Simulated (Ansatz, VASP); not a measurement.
**One calculation of LaBPd3, two programs**

File INCAR:

```
  ALGO = Normal
  EDIFF = 1E-7
  ENCUT = 520
  GGA = CA
  ISIF = 2
  ISMEAR = -1
  LASPH = T
  LCHARG = F
  LREAL = F
  LWAVE = F
  NBANDS = 30
  NELM = 80
  PREC = Accurate
  SIGMA = 0.1
```

File KPOINTS:

```
k-points
0
Gamma
  6 6 6
```

The input POSCAR:

```
LaBPd3
1.0
    4.2846511188      0.0000000000      0.0000000000
    0.0000000000      4.2846511188      0.0000000000
    0.0000000000      0.0000000000      4.2846511188
La B Pd
1 1 3
Direct
    0.0000000000      0.0000000000      0.0000000000
    0.5000000000      0.5000000000      0.5000000000
    0.0000000000      0.5000000000      0.5000000000
    0.5000000000      0.0000000000      0.5000000000
    0.5000000000      0.5000000000      0.0000000000
```

Input for Ansatz:

```yaml
crystal:
  lattice:
    - [4.284651118755529, 0.0, 0.0]
    - [0.0, 4.284651118755529, 0.0]
    - [0.0, 0.0, 4.284651118755529]
  atoms:
    - { symbol: La, position: [0.0, 0.0, 0.0] }
    - { symbol: B, position: [0.5, 0.5, 0.5] }
    - { symbol: Pd, position: [0.0, 0.5, 0.5] }
    - { symbol: Pd, position: [0.5, 0.0, 0.5] }
    - { symbol: Pd, position: [0.5, 0.5, 0.0] }
basis:
  ecutwfc: 510.0
kpoints:
  mp_grid:
    grid: [6, 6, 6]
hamiltonian:
  xc: lda
scf:
  convergence:
    dr2_threshold: 1.0e-09
  occupations:
    method: fermi_dirac
    width: 0.1
output:
  stress: true
```

Alike in both runs: task single point; functional LDA; k mesh 6 × 6 × 6; occupations fermi-dirac, width 0.1 eV; no spin polarisation.

|  | VASP | Ansatz |
| --- | --- | --- |
| version | VASP 6.6.1 | Ansatz 0.2.0 |
| potentials or method | VASP PAW LDA potentials, release 64 (La, B, Pd), cutoff 520 eV | plane waves, PAW |
| valence electrons in the cell | 44 | 68 |

```csv
,VASP,Ansatz,Ansatz less VASP
pressure (GPa),3.2,2.9,-0.31
```

LDA's correlation is that of Perdew and Zunger in VASP and of Perdew and Wang (1992) in Ansatz. VASP's potentials hold 44 valence electrons a cell and Ansatz's 68, so a difference there can come from the potentials and not from the codes. Ansatz's warnings: stress scf threshold loose.

Neither program's run includes spin-orbit coupling.
